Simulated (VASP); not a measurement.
# MoS2 in VASP: single point with PBE+D3(BJ)

Aim: the single point of MoS2 with PBE+D3(BJ).

Program: VASP 6.6.1. These are calculated values, not measurements. Logs are shortened: lines on timing, memory, paths and dates and some standing lists are left out, and cuts for length are marked.

## (1) The cell of the first run

The cell holds a slab with vacuum, 6 atoms: a = 3.135 Å, b = 3.135 Å, c = 23.938 Å, α = 90.00°, β = 90.00°, γ = 120.00°.

## (2) Single point, PBE+D3(BJ)

File INCAR:

```
PREC = Accurate
ENCUT = 520
EDIFF = 1E-6
ISMEAR = 0
SIGMA = 0.1
LREAL = False
LASPH = True
NELM = 60
ALGO = Normal
ISIF = 2
LWAVE = False
LCHARG = True
LDIPOL = True
IDIPOL = 3
DIPOL = 0.5 0.5 0.384
GGA = PE
IVDW = 12
LELF = True
LVHAR = True
LVACPOTAV = True
NBANDS = 35
```

File KPOINTS:

```
regular mesh
0
Gamma
  12 12 1
```

File POSCAR:

```
MoS2
1.0
    3.1346592662      0.0000000000      0.0000000000
   -1.5673296331      2.7146945567      0.0000000000
    0.0000000000      0.0000000000     23.9375765437
S Mo
4 2
Direct
    0.0000000000      0.0000000000      0.1879889550
    0.3333333333      0.6666666667      0.3224548758
    0.5555555556      0.4444444444      0.4452743264
    0.8888888889      1.1111111111      0.5797402472
    0.6666666667      0.3333333333      0.2552219154
    1.2222222222      0.7777777778      0.5125072868
```

Potentials or basis: VASP PAW PBE potentials, release 64 (S, Mo_sv).

Run with:

```console
$ cat potpaw_PBE.64/S/POTCAR potpaw_PBE.64/Mo_sv/POTCAR > POTCAR
$ mpirun -np 1 vasp_std > vasp.out
```

OUTCAR:

```text
PREC = Accurate
   ENCUT = 520
   EDIFF = 1E-6
   ISMEAR = 0
   LREAL = False
   LASPH = True
   NELM = 60
   ISIF = 2
   GGA = PE
   IVDW = 12
 IVDW          = 12

 ion  position               nearest neighbor table
   1  0.000  0.000  0.188-   5 2.42   5 2.42   5 2.42
   2  0.333  0.667  0.322-   5 2.42   5 2.42   5 2.42
   3  0.556  0.444  0.445-   6 2.42   6 2.42   6 2.42
   4  0.889  0.111  0.580-   6 2.42   6 2.42   6 2.42
   5  0.667  0.333  0.255-   2 2.42   1 2.42   2 2.42   1 2.42   1 2.42   2 2.42
   6  0.222  0.778  0.513-   3 2.42   3 2.42   4 2.42   4 2.42   4 2.42   3 2.42

  LATTYP: Found a hexagonal cell.
 ALAT       =     3.1346592662
 C/A-ratio  =     7.6364205838

  Lattice vectors:

 A1 = (   3.1346592662,   0.0000000000,   0.0000000000)
 A2 = (  -1.5673296331,   2.7146945567,   0.0000000000)
 A3 = (   0.0000000000,   0.0000000000,  23.9375765437)

Analysis of symmetry for initial positions (statically):
=====================================================================
 Subroutine PRICEL returns:
 Original cell was already a primitive cell.

 Routine SETGRP: Setting up the symmetry group for a
 hexagonal supercell.

 Subroutine GETGRP returns: Found  4 space group operations
 (whereof  2 operations were pure point group operations)
 out of a pool of 24 trial point group operations.

The static configuration has the point symmetry C_1h.
 The point group associated with its full space group is C_2h.

Analysis of symmetry for dynamics (positions and initial velocities):
=====================================================================
 Subroutine PRICEL returns:
 Original cell was already a primitive cell.

 Routine SETGRP: Setting up the symmetry group for a
 hexagonal supercell.

 Subroutine GETGRP returns: Found  4 space group operations
 (whereof  2 operations were pure point group operations)
 out of a pool of 24 trial point group operations.

The dynamic configuration has the point symmetry C_1h.
 The point group associated with its full space group is C_2h.

 Subroutine INISYM returns: Found  4 space group operations
 (whereof  2 operations are pure point group operations),
 and found     1 'primitive' translations

----------------------------------------------------------------------------------------

                                     Primitive cell

  volume of cell :     203.7002

  direct lattice vectors                    reciprocal lattice vectors
     3.134659266  0.000000000  0.000000000     0.319013939  0.184182784  0.000000000
    -1.567329633  2.714694557  0.000000000     0.000000000  0.368365567  0.000000000
     0.000000000  0.000000000 23.937576544     0.000000000  0.000000000  0.041775323

  length of vectors
     3.134659266  3.134659266 23.937576544     0.368365567  0.368365567  0.041775323

  position of ions in fractional coordinates (direct lattice)
     0.000000000  0.000000000  0.187988955
     0.333333333  0.666666667  0.322454876
     0.555555556  0.444444444  0.445274326
     0.888888889  0.111111111  0.579740247
     0.666666667  0.333333333  0.255221915
     0.222222222  0.777777778  0.512507287

  ion indices of the primitive-cell ions
   primitive index   ion index
                 1           1
                 2           2
                 3           3
                 4           4
                 5           5
                 6           6

----------------------------------------------------------------------------------------

 KPOINTS: regular mesh

Automatic generation of k-mesh.
 Grid dimensions read from file:
 generate k-points for:   12   12    1

 Generating k-lattice:

  Cartesian coordinates                     Fractional coordinates (reciprocal lattice)
     0.026584495  0.015348565  0.000000000     0.083333333  0.000000000  0.000000000
     0.000000000  0.030697131  0.000000000     0.000000000  0.083333333  0.000000000
     0.000000000  0.000000000  0.041775323     0.000000000  0.000000000  1.000000000

  Length of vectors
     0.030697131  0.030697131  0.041775323

  Shift w.r.t. Gamma in fractional coordinates (k-lattice)
     0.000000000  0.000000000  0.000000000

 Subroutine IBZKPT returns following result:
 ===========================================

 Found     43 irreducible k-points:

 Following reciprocal coordinates:
            Coordinates               Weight
  0.000000  0.000000  0.000000      1.000000
  0.083333 -0.000000  0.000000      4.000000
 -0.083333  0.083333  0.000000      2.000000
  0.166667  0.000000  0.000000      4.000000
 -0.166667  0.166667  0.000000      2.000000
  0.250000 -0.000000  0.000000      4.000000
[... 16 lines left out ...]
 -0.083333  0.416667  0.000000      4.000000
 -0.416667  0.333333  0.000000      4.000000
 [... further k-points ...]
   k-points           NKPTS =     43   k-points in BZ     NKDIM =     43   number of bands    NBANDS=     35
   number of dos      NEDOS =    301   number of ions     NIONS =      6
   total plane-waves  NPLWV = 103680
   dimension x,y,z NGX =    24 NGY =   24 NGZ =  180
   dimension x,y,z NGXF=    48 NGYF=   48 NGZF=  360
   ions per type =               4   2
   NGX,Y,Z   is equivalent  to a cutoff of  12.73, 12.73, 12.50 a.u.
   NGXF,Y,Z  is equivalent  to a cutoff of  25.46, 25.46, 25.00 a.u.
 SYSTEM =  unknown system
   PREC   = accura    normal or accurate (medium, high low for compatibility)
   ISTART =      0    job   : 0-new  1-cont  2-samecut
   ICHARG =      2    charge: 1-file 2-atom 10-const
   ISPIN  =      1    spin polarized calculation?
   LNONCOLLINEAR =      F non collinear calculations
   LSORBIT =      F    spin-orbit coupling
   LASPH  =      T    aspherical Exc in radial PAW
   ENCUT  =  520.0 eV  38.22 Ry    6.18 a.u.   5.83  5.83 44.51*2*pi/ulx,y,z
   NELM   =     60;   NELMIN=  2; NELMDL= -5     # of ELM steps
   EDIFF  = 0.1E-05   stopping-criterion for ELM
   LREAL  =      F    real-space projection
   EDIFFG = 0.1E-04   stopping-criterion for IOM
   NSW    =      0    number of steps for IOM
   IBRION =     -1    ionic relax: 0-MD 1-quasi-New 2-CG
   NFREE  =      0    steps in history (QN), initial steepest desc. (CG)
   ISIF   =      2    stress and relaxation
   ISYM   =      2    0-nonsym 1-usesym 2-fastsym
   POTIM  = 0.5000    time-step for ionic-motion
   TEBEG  =    0.0;   TEEND  =   0.0 temperature during run
   PSTRESS=    0.0 pullay stress
   NELECT =      52.0000    total number of electrons
   NUPDOWN=      -1.0000    fix difference up-down
   EMIN   =  10.00;   EMAX   =-10.00  energy-range for DOS
   EFERMI =   0.00;   METHOD = LEGACY
   ISMEAR =     0;   SIGMA  =   0.10  broadening in eV -4-tet -1-fermi 0-gaus
   EFERMI_NEDOS =   21; number of points for ismear=-14 and -15
   IALGO  =     38    algorithm
   IMIX   =      4    mixing-type and parameters
     AMIX     =   0.40;   BMIX     =  1.00
     AMIX_MAG =   1.60;   BMIX_MAG =  1.00
  volume/ion in A,a.u.               =      33.95       229.11
  Fermi-wavevector in a.u.,A,eV,Ry     =   1.038513  1.962506 14.674021  1.078510
  Thomas-Fermi vector in A             =   2.173001
   LORBIT       =      0    0 simple, 1 ext, 2 COOP (PROOUT), +10 PAW based schemes
   GGA     = PE    functional components
   LHFCALC =     F    Hartree Fock is set to
   AEXX    =    0.0000 exact exchange contribution
   IVDW    =    12    specifies the selected vdW correction
   LEPSILON=     F    determine dielectric tensor
   LRPA    =     F    only Hartree local field effects (RPA)
 non-spin polarized calculation
 Gauss-broadening in eV      SIGMA  =   0.10
  energy-cutoff  :      520.00
  volume of cell :      203.70
 maximum number of plane-waves:      5520
   NGX = 11   NGY = 11   NGZ = 89

 dipolmoment           0.000000      0.000000      0.000003 electrons x Angstroem

 number of electron      52.0000001 magnetization

 dipolmoment           0.000000      0.000000     -0.000002 electrons x Angstroem

 Free energy of the ion-electron system (eV)
  ---------------------------------------------------
  ext. energy  EPLUGINS =         0.00000000
  ---------------------------------------------------
  free energy    TOTEN  =       -41.94951807 eV

  energy without entropy =      -41.93595098  energy(sigma->0) =      -41.94273453

 E-fermi :   1.6257     XC(G=0):  -6.0917

 val. band max:        1.6174556035   @ k =  -0.2500   0.5000   0.0000
 cond. band min:       1.6439052294   @ k =   0.0000   0.0000   0.0000
 fundamental gap:      0.0264496258
 Fermi energy:         1.6256948728

 k-point     1 :       0.0000    0.0000    0.0000
  band No.  band energies     occupation
      1     -60.1038      2.00000
      2     -60.1038      2.00000
      3     -34.1927      2.00000
      4     -34.1927      2.00000
      5     -34.0429      2.00000
      6     -34.0429      2.00000
[... 27 lines left out ...]
     34       4.9363      0.00000
     35       6.1879      0.00000

 k-point     2 :       0.0833   -0.0000    0.0000
  band No.  band energies     occupation
      1     -60.1008      2.00000
      2     -60.1008      2.00000
      3     -34.1870      2.00000
      4     -34.1870      2.00000
      5     -34.0716      2.00000
      6     -34.0716      2.00000
[... 27 lines left out ...]
     34       4.8654      0.00000
     35       6.3461      0.00000

 k-point     3 :      -0.0833    0.0833    0.0000
  band No.  band energies     occupation
      1     -60.1008      2.00000
      2     -60.1008      2.00000
      3     -34.1871      2.00000
      4     -34.1870      2.00000
      5     -34.0702      2.00000
      6     -34.0702      2.00000
[... 27 lines left out ...]
     34       4.8753      0.00000
     35       6.3457      0.00000

 k-point     4 :       0.1667    0.0000    0.0000
  band No.  band energies     occupation
      1     -60.0925      2.00000
      2     -60.0925      2.00000
      3     -34.1715      2.00000
      4     -34.1715      2.00000
      5     -34.1505      2.00000
      6     -34.1505      2.00000
[... 27 lines left out ...]
     34       4.8085      0.00000
     35       6.7859      0.00000

 k-point     5 :      -0.1667    0.1667    0.0000
  band No.  band energies     occupation
      1     -60.0925      2.00000
      2     -60.0925      2.00000
      3     -34.1722      2.00000
      4     -34.1722      2.00000
      5     -34.1484      2.00000
      6     -34.1484      2.00000
[... 638 lines left out ...]
 k-point    22 :       0.3333    0.0833    0.0000
  band No.  band energies     occupation
      1     -60.0642      2.00000
      2     -60.0642      2.00000
      3     -34.4000      2.00000
      4     -34.4000      2.00000
      5     -34.1416      2.00000
      6     -34.1416      2.00000
[... 27 lines left out ...]
     34       5.8430      0.00000
     35       7.5310      0.00000

 k-point    23 :      -0.0833    0.4167    0.0000
  band No.  band energies     occupation
      1     -60.0642      2.00000
      2     -60.0642      2.00000
      3     -34.3997      2.00000
      4     -34.3997      2.00000
      5     -34.1425      2.00000
      6     -34.1424      2.00000
[... 27 lines left out ...]
     34       5.7822      0.00000
     35       7.5216      0.00000

 k-point    24 :      -0.4167    0.3333    0.0000
  band No.  band energies     occupation
      1     -60.0642      2.00000
      2     -60.0642      2.00000
      3     -34.3987      2.00000
      4     -34.3987      2.00000
      5     -34.1432      2.00000
      6     -34.1432      2.00000
[... 27 lines left out ...]
     34       5.8396      0.00000
     35       7.5475      0.00000

 [... further k-points ...]

------------------------ aborting loop because EDIFF is reached ----------------------------------------

 Edisp (eV)   -2.25519

 E8    (eV) :    -0.9420

  FORCE on cell =-STRESS in cart. coord.  units (eV):
  Direction    XX          YY          ZZ          XY          YZ          ZX
  --------------------------------------------------------------------------------------
  -------------------------------------------------------------------------------------
  Total      -0.18388    -0.19017    -0.50899    -0.00545    -0.22793     0.39478
  in kB      -1.44632    -1.49578    -4.00341    -0.04283    -1.79272     3.10508
  external pressure =       -2.32 kB  Pullay stress =        0.00 kB

 VOLUME and BASIS-vectors are now :
 -----------------------------------------------------------------------------
  energy-cutoff  :      520.00
  volume of cell :      203.70
      direct lattice vectors                 reciprocal lattice vectors
     3.134659266  0.000000000  0.000000000     0.319013939  0.184182784  0.000000000
    -1.567329633  2.714694557  0.000000000     0.000000000  0.368365567  0.000000000
     0.000000000  0.000000000 23.937576544     0.000000000  0.000000000  0.041775323

 POSITION                                       TOTAL-FORCE (eV/Angst)
 -----------------------------------------------------------------------------------
      0.00000      0.00000      4.50000         0.018695     -0.010794      0.049505
     -0.00000      1.80980      7.71879        -0.055210      0.031876     -0.064714
      1.04489      1.20653     10.65879         0.055210     -0.031876      0.064714
      2.61222      0.30163     13.87758        -0.018695      0.010794     -0.049505
      1.56733      0.90490      6.10939        -0.066168      0.038202      0.028133
     -0.52244      2.11143     12.26818         0.066168     -0.038202     -0.028133
 -----------------------------------------------------------------------------------
    total drift:                                0.000000     -0.000000     -0.000138

  FREE ENERGIE OF THE ION-ELECTRON SYSTEM (eV)
  ---------------------------------------------------
  free  energy   TOTEN  =       -44.2047034677 eV

  energy  without entropy=      -44.1911363752  energy(sigma->0) =      -44.19791992

 vacuum level on the upper side and lower side of the slab         6.722         6.722
```

Run time: 17 min. Hardware: 1 thread of AMD EPYC 7R13, shared host; peak memory 0.44 GiB.

Results:

| Property | Result |
| --- | --- |
| Free energy | -44.2047 eV |
| Largest force | 0.091 eV/Å |
| Band gap on the k mesh | zero (band 26 reaches 2.03 eV, above the bottom of band 27 at 1.55 eV) |
| Dispersion energy per atom | -0.376 eV |

Forces in eV/Å, atoms in the order of the input:
```
S    0.019 -0.011  0.050
S   -0.055  0.032 -0.065
S    0.055 -0.032  0.065
S   -0.019  0.011 -0.050
Mo  -0.066  0.038  0.028
Mo   0.066 -0.038 -0.028
```
